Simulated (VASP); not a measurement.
# SnO2 in VASP: single point with PBEsol

Aim: the single point of SnO2 with PBEsol.

Everything below comes from runs of VASP 6.6.1. Logs are shortened: lines on timing, memory, paths and dates and some standing lists are left out, and cuts for length are marked.

## Step 1: The cell of the first run

The cell holds a slab with vacuum, 18 atoms: a = 4.769 Å, b = 5.750 Å, c = 21.960 Å, α = 90.00°, β = 90.00°, γ = 90.00°.

## Step 2: Single point, PBEsol

INCAR

```
SYSTEM = SnO2
  PREC = Accurate
  ENCUT = 520
  EDIFF = 1E-6
  ISMEAR = 0
  SIGMA = 0.05
  LREAL = Auto
  LASPH = .TRUE.
  NELM = 80
  ALGO = Normal
  ISIF = 2
  LWAVE = .FALSE.
  LCHARG = .TRUE.
  LDIPOL = .TRUE.
  IDIPOL = 3
  DIPOL = 0.5 0.5 0.500
  GGA = PS
  LELF = .TRUE.
  LVHAR = .TRUE.
  LVACPOTAV = .TRUE.
  NBANDS = 93
```

KPOINTS

```
Automatic mesh
0
G
  6 5 1
  0 0 0
```

POSCAR

```
SnO2
1.0
    4.7689900187      0.0000000000      0.0000000000
    0.0000000000      5.7498370083      0.0000000000
    0.0000000000      0.0000000000     21.9601762788
O Sn
12 6
Direct
    0.1792270521      0.9855710374      0.3408334619
    0.3207729479      0.4855710374      0.3408334619
    0.6836969119      0.8989272306      0.4117218235
    0.8163030881      0.3989272306      0.4117218235
    0.1869280348      0.6719822816      0.4668906947
    0.3130719652      0.1719822816      0.4668906947
    0.6869291750      0.5797225494      0.5331095381
    0.8130708250      0.0797225494      0.5331095381
    0.1836969260      0.3527767942      0.5882782892
    0.3163030740      0.8527767942      0.5882782892
    0.6792270128      0.2661329891      0.6591664505
    0.8207729872      0.7661329891      0.6591664505
    0.0371980758      0.6992740572      0.3803658406
    0.4628019242      0.1992740572      0.3803658406
   -0.0000001668      0.3758521507      0.4999999349
    0.5000001668      0.8758521507      0.4999999349
   -0.0371979602      0.0524299208      0.6196339666
    0.5371979602      0.5524299208      0.6196339666
```

Potentials or basis: VASP PAW PBE potentials, release 64 (O, Sn_d).

Command:

```console
$ cat potpaw_PBE.64/O/POTCAR potpaw_PBE.64/Sn_d/POTCAR > POTCAR
$ mpirun -np 1 vasp_std > vasp.out
```

OUTCAR:

```text
SYSTEM = SnO2
   PREC = Accurate
   ENCUT = 520
   EDIFF = 1E-6
   ISMEAR = 0
   LREAL = Auto
   LASPH = .TRUE.
   NELM = 80
   ISIF = 2
   GGA = PS

 ion  position               nearest neighbor table
   1  0.179  0.986  0.341-  13 1.98  14 2.02
   2  0.321  0.486  0.341-  14 1.98  13 2.02
   3  0.684  0.899  0.412-  16 2.13  14 2.14  13 2.15
   4  0.816  0.399  0.412-  15 2.13  13 2.14  14 2.15
   5  0.187  0.672  0.467-  16 2.03  13 2.04  15 2.05
   6  0.313  0.172  0.467-  15 2.03  14 2.04  16 2.05
   7  0.687  0.580  0.533-  15 2.03  18 2.04  16 2.05
   8  0.813  0.080  0.533-  16 2.03  17 2.04  15 2.05
   9  0.184  0.353  0.588-  15 2.13  17 2.14  18 2.15
  10  0.316  0.853  0.588-  16 2.13  18 2.14  17 2.15
  11  0.679  0.266  0.659-  18 1.98  17 2.02
  12  0.821  0.766  0.659-  17 1.98  18 2.02
  13  0.037  0.699  0.380-   1 1.98   2 2.02   5 2.04   4 2.14   3 2.15  15 3.22  14 3.52  14 3.52
                            16 3.58
  14  0.463  0.199  0.380-   2 1.98   1 2.02   6 2.04   3 2.14   4 2.15  16 3.22  13 3.52  13 3.52
                            15 3.58
  15  1.000  0.376  0.500-   7 2.03   6 2.03   5 2.05   8 2.05   4 2.13   9 2.13  17 3.22  13 3.22
                            18 3.58  14 3.58  16 3.74  16 3.74  16 3.74  16 3.74
  16  0.500  0.876  0.500-   8 2.03   5 2.03   6 2.05   7 2.05   3 2.13  10 2.13  18 3.22  14 3.22
                            17 3.58  13 3.58  15 3.74  15 3.74  15 3.74  15 3.74
  17  0.963  0.052  0.620-  12 1.98  11 2.02   8 2.04   9 2.14  10 2.15  15 3.22  18 3.52  18 3.52
                            16 3.58
  18  0.537  0.552  0.620-  11 1.98  12 2.02   7 2.04  10 2.14   9 2.15  16 3.22  17 3.52  17 3.52
                            15 3.58

  LATTYP: Found a simple orthorhombic cell.
 ALAT       =     4.7689900187
 B/A-ratio  =     1.2056718479
 C/A-ratio  =     4.6047855401

  Lattice vectors:

 A1 = (   4.7689900187,   0.0000000000,   0.0000000000)
 A2 = (   0.0000000000,   5.7498370083,   0.0000000000)
 A3 = (   0.0000000000,   0.0000000000,  21.9601762788)

Analysis of symmetry for initial positions (statically):
=====================================================================
 Subroutine PRICEL returns:
 Original cell was already a primitive cell.

 Routine SETGRP: Setting up the symmetry group for a
 simple orthorhombic supercell.

 Subroutine GETGRP returns: Found  4 space group operations
 (whereof  1 operations were pure point group operations)
 out of a pool of  8 trial point group operations.

The static configuration has the point symmetry C_1 .
 The point group associated with its full space group is C_2h.

Analysis of symmetry for dynamics (positions and initial velocities):
=====================================================================
 Subroutine PRICEL returns:
 Original cell was already a primitive cell.

 Routine SETGRP: Setting up the symmetry group for a
 simple orthorhombic supercell.

 Subroutine GETGRP returns: Found  4 space group operations
 (whereof  1 operations were pure point group operations)
 out of a pool of  8 trial point group operations.

The dynamic configuration has the point symmetry C_1 .
 The point group associated with its full space group is C_2h.

 Subroutine INISYM returns: Found  4 space group operations
 (whereof  1 operations are pure point group operations),
 and found     1 'primitive' translations

----------------------------------------------------------------------------------------

                                     Primitive cell

  volume of cell :     602.1681

  direct lattice vectors                    reciprocal lattice vectors
     4.768990019  0.000000000  0.000000000     0.209688004  0.000000000  0.000000000
     0.000000000  5.749837008  0.000000000     0.000000000  0.173917973  0.000000000
     0.000000000  0.000000000 21.960176279     0.000000000  0.000000000  0.045536975

  length of vectors
     4.768990019  5.749837008 21.960176279     0.209688004  0.173917973  0.045536975

  position of ions in fractional coordinates (direct lattice)
     0.179227052  0.985571037  0.340833462
     0.320772948  0.485571037  0.340833462
     0.683696912  0.898927231  0.411721824
     0.816303088  0.398927231  0.411721824
     0.186928035  0.671982282  0.466890695
     0.313071965  0.171982282  0.466890695
[... 10 lines left out ...]
     0.962802040  0.052429921  0.619633967
     0.537197960  0.552429921  0.619633967

  ion indices of the primitive-cell ions
   primitive index   ion index
                 1           1
                 2           2
                 3           3
                 4           4
                 5           5
                 6           6
[... 10 lines left out ...]
                17          17
                18          18

----------------------------------------------------------------------------------------

 KPOINTS: Automatic mesh

Automatic generation of k-mesh.
 Grid dimensions read from file:
 generate k-points for:    6    5    1

 Generating k-lattice:

  Cartesian coordinates                     Fractional coordinates (reciprocal lattice)
     0.034948001  0.000000000  0.000000000     0.166666667  0.000000000  0.000000000
     0.000000000  0.034783595  0.000000000     0.000000000  0.200000000  0.000000000
     0.000000000  0.000000000  0.045536975     0.000000000  0.000000000  1.000000000

  Length of vectors
     0.034948001  0.034783595  0.045536975

  Shift w.r.t. Gamma in fractional coordinates (k-lattice)
     0.000000000  0.000000000  0.000000000

 Subroutine IBZKPT returns following result:
 ===========================================

 Found     12 irreducible k-points:

 Following reciprocal coordinates:
            Coordinates               Weight
  0.000000  0.000000  0.000000      1.000000
  0.166667  0.000000  0.000000      2.000000
  0.333333  0.000000  0.000000      2.000000
  0.500000  0.000000  0.000000      1.000000
  0.000000  0.200000  0.000000      2.000000
  0.166667  0.200000  0.000000      4.000000
  0.333333  0.200000  0.000000      4.000000
  0.500000  0.200000  0.000000      2.000000
  0.000000  0.400000  0.000000      2.000000
  0.166667  0.400000  0.000000      4.000000
  0.333333  0.400000  0.000000      4.000000
  0.500000  0.400000  0.000000      2.000000
   k-points           NKPTS =     12   k-points in BZ     NKDIM =     12   number of bands    NBANDS=     93
   number of dos      NEDOS =    301   number of ions     NIONS =     18
   total plane-waves  NPLWV = 290304
   dimension x,y,z NGX =    36 NGY =   48 NGZ =  168
   dimension x,y,z NGXF=    72 NGYF=   96 NGZF=  336
   ions per type =              12   6
   NGX,Y,Z   is equivalent  to a cutoff of  12.55, 13.88, 12.72 a.u.
   NGXF,Y,Z  is equivalent  to a cutoff of  25.10, 27.76, 25.44 a.u.
 SYSTEM =  SnO2
   PREC   = accura    normal or accurate (medium, high low for compatibility)
   ISTART =      0    job   : 0-new  1-cont  2-samecut
   ICHARG =      2    charge: 1-file 2-atom 10-const
   ISPIN  =      1    spin polarized calculation?
   LNONCOLLINEAR =      F non collinear calculations
   LSORBIT =      F    spin-orbit coupling
   LASPH  =      T    aspherical Exc in radial PAW
   ENCUT  =  520.0 eV  38.22 Ry    6.18 a.u.   8.87 10.69 40.83*2*pi/ulx,y,z
   NELM   =     80;   NELMIN=  2; NELMDL= -5     # of ELM steps
   EDIFF  = 0.1E-05   stopping-criterion for ELM
   LREAL  =      T    real-space projection
   EDIFFG = 0.1E-04   stopping-criterion for IOM
   NSW    =      0    number of steps for IOM
   IBRION =     -1    ionic relax: 0-MD 1-quasi-New 2-CG
   NFREE  =      0    steps in history (QN), initial steepest desc. (CG)
   ISIF   =      2    stress and relaxation
   ISYM   =      2    0-nonsym 1-usesym 2-fastsym
   POTIM  = 0.5000    time-step for ionic-motion
   TEBEG  =    0.0;   TEEND  =   0.0 temperature during run
   PSTRESS=    0.0 pullay stress
   NELECT =     156.0000    total number of electrons
   NUPDOWN=      -1.0000    fix difference up-down
   EMIN   =  10.00;   EMAX   =-10.00  energy-range for DOS
   EFERMI =   0.00;   METHOD = LEGACY
   ISMEAR =     0;   SIGMA  =   0.05  broadening in eV -4-tet -1-fermi 0-gaus
   EFERMI_NEDOS =   21; number of points for ismear=-14 and -15
   IALGO  =     38    algorithm
   IMIX   =      4    mixing-type and parameters
     AMIX     =   0.40;   BMIX     =  1.00
     AMIX_MAG =   1.60;   BMIX_MAG =  1.00
  volume/ion in A,a.u.               =      33.45       225.76
  Fermi-wavevector in a.u.,A,eV,Ry     =   1.043623  1.972162 14.818780  1.089150
  Thomas-Fermi vector in A             =   2.178341
   LORBIT       =      0    0 simple, 1 ext, 2 COOP (PROOUT), +10 PAW based schemes
   GGA     = PS    functional components
   LHFCALC =     F    Hartree Fock is set to
   AEXX    =    0.0000 exact exchange contribution
   IVDW    =     0    specifies the selected vdW correction
   LEPSILON=     F    determine dielectric tensor
   LRPA    =     F    only Hartree local field effects (RPA)
 non-spin polarized calculation
 Gauss-broadening in eV      SIGMA  =   0.05
  energy-cutoff  :      520.00
  volume of cell :      602.17
 maximum number of plane-waves:     16262
 NGX is ok and might be reduce to    36
   NGX = 17   NGY = 21   NGZ = 81

 dipolmoment           0.000000      0.000000     -0.000001 electrons x Angstroem

 number of electron     155.9999995 magnetization

 dipolmoment           0.000000      0.000000      0.000013 electrons x Angstroem

 Free energy of the ion-electron system (eV)
  ---------------------------------------------------
  ext. energy  EPLUGINS =         0.00000000
  ---------------------------------------------------
  free energy    TOTEN  =      -113.58271185 eV

  energy without entropy =     -113.58271185  energy(sigma->0) =     -113.58271185

 E-fermi :  -2.1529     XC(G=0):  -4.7854

 val. band max:       -2.4580917962   @ k =   0.0000   0.0000   0.0000
 cond. band min:      -1.6674467899   @ k =   0.0000   0.0000   0.0000
 fundamental gap:      0.7906450062
 Fermi energy:        -2.1529249757

 k-point     1 :       0.0000    0.0000    0.0000
  band No.  band energies     occupation
      1     -23.7768      2.00000
      2     -23.5208      2.00000
      3     -23.2674      2.00000
      4     -23.1522      2.00000
      5     -23.0983      2.00000
      6     -22.8971      2.00000
[... 82 lines left out ...]
     89       4.5175      0.00000
     90       4.5596      0.00000

 k-point     2 :       0.1667    0.0000    0.0000
  band No.  band energies     occupation
      1     -23.7407      2.00000
      2     -23.4903      2.00000
      3     -23.2432      2.00000
      4     -23.1255      2.00000
      5     -23.0935      2.00000
      6     -23.0516      2.00000
[... 919 lines left out ...]
     89       5.0082      0.00000
     90       5.4938      0.00000

 k-point    12 :       0.5000    0.4000    0.0000
  band No.  band energies     occupation
      1     -23.6252      2.00000
      2     -23.6252      2.00000
      3     -23.1761      2.00000
      4     -23.1760      2.00000
      5     -23.1109      2.00000
      6     -23.1109      2.00000
[... 82 lines left out ...]
     89       5.1749      0.00000
     90       5.1749      0.00000
 [bands above 90 left out]

------------------------ aborting loop because EDIFF is reached ----------------------------------------

  FORCE on cell =-STRESS in cart. coord.  units (eV):
  Direction    XX          YY          ZZ          XY          YZ          ZX
  --------------------------------------------------------------------------------------
  -------------------------------------------------------------------------------------
  Total       -8.1595162     -9.5235553      0.7848725      0.0000000     -0.2119329      0.0000000
  in kB      -21.7098699    -25.3391429      2.0882955      0.0000000     -0.5638860      0.0000000
  external PRESSURE =     -14.9869058 kB  Pullay stress =       0.0000000 kB

 VOLUME and BASIS-vectors are now :
 -----------------------------------------------------------------------------
  energy-cutoff  :      520.00
  volume of cell :      602.17
      direct lattice vectors                 reciprocal lattice vectors
     4.768990019  0.000000000  0.000000000     0.209688004  0.000000000  0.000000000
     0.000000000  5.749837008  0.000000000     0.000000000  0.173917973  0.000000000
     0.000000000  0.000000000 21.960176279     0.000000000  0.000000000  0.045536975

 POSITION                                       TOTAL-FORCE (eV/Angst)
 -----------------------------------------------------------------------------------
      0.85473      5.66687      7.48476        -0.021251      0.021733     -0.055268
      1.52976      2.79195      7.48476         0.021251      0.021733     -0.055268
      3.26054      5.16869      9.04148         0.015990     -0.007151     -0.023324
      3.89294      2.29377      9.04148        -0.015990     -0.007151     -0.023324
      0.89146      3.86379     10.25300         0.004038      0.002345      0.027817
      1.49304      0.98887     10.25300        -0.004038      0.002345      0.027817
[... 10 lines left out ...]
      4.59159      0.30146     13.60727         0.032037     -0.004118      0.038398
      2.56189      3.17638     13.60727        -0.032037     -0.004118      0.038398
 -----------------------------------------------------------------------------------
    total drift:                                0.000018     -0.014582     -0.010151

  FREE ENERGIE OF THE ION-ELECTRON SYSTEM (eV)
  ---------------------------------------------------
  free  energy   TOTEN  =      -113.5827118548 eV

  energy  without entropy=     -113.5827118548  energy(sigma->0) =     -113.58271185

 vacuum level on the upper side and lower side of the slab         4.805         4.805
```

Wall time 28 min (1 thread of Intel Xeon Platinum 8559C (Emerald Rapids), shared host); peak memory 0.81 GiB.

What came out:

- Free energy: -113.5827 eV
- Largest force: 0.063 eV/Å
- Band gap on the k mesh: 0.79 eV

Forces on the atoms (eV/Å):
```
O   -0.021  0.022 -0.055
O    0.021  0.022 -0.055
O    0.016 -0.007 -0.023
O   -0.016 -0.007 -0.023
O    0.004  0.002  0.028
O   -0.004  0.002  0.028
O    0.004 -0.002 -0.028
O   -0.004 -0.002 -0.028
O    0.016  0.007  0.023
O   -0.016  0.007  0.023
O   -0.021 -0.022  0.055
O    0.021 -0.022  0.055
Sn  -0.032  0.004 -0.038
Sn   0.032  0.004 -0.038
Sn   0.000  0.000  0.000
Sn   0.000  0.000  0.000
Sn   0.032 -0.004  0.038
Sn  -0.032 -0.004  0.038
```

Levels at points of the mesh, in eV from the valence-band top:
| k point | band 74 | band 75 | band 76 | band 77 | band 78 | band 79 | band 80 | band 81 | band 82 | band 83 |
| --- | --- | --- | --- | --- | --- | --- | --- | --- | --- | --- |
| (0.00, 0.00, 0.00) | -0.51 | -0.35 | -0.31 | -0.04 | 0.00 | 0.79 | 1.78 | 4.09 | 4.95 | 4.96 |
| (0.50, 0.00, 0.00) | -0.46 | -0.31 | -0.31 | -0.10 | -0.10 | 2.85 | 2.85 | 3.66 | 3.66 | 4.32 |

Caveat: semilocal functionals underestimate gaps, and a narrow one can read as zero; the PAW data sets were made with another functional, which shifts forces and pressure a little; spin-orbit coupling is left out, which moves the levels of the heavy elements.
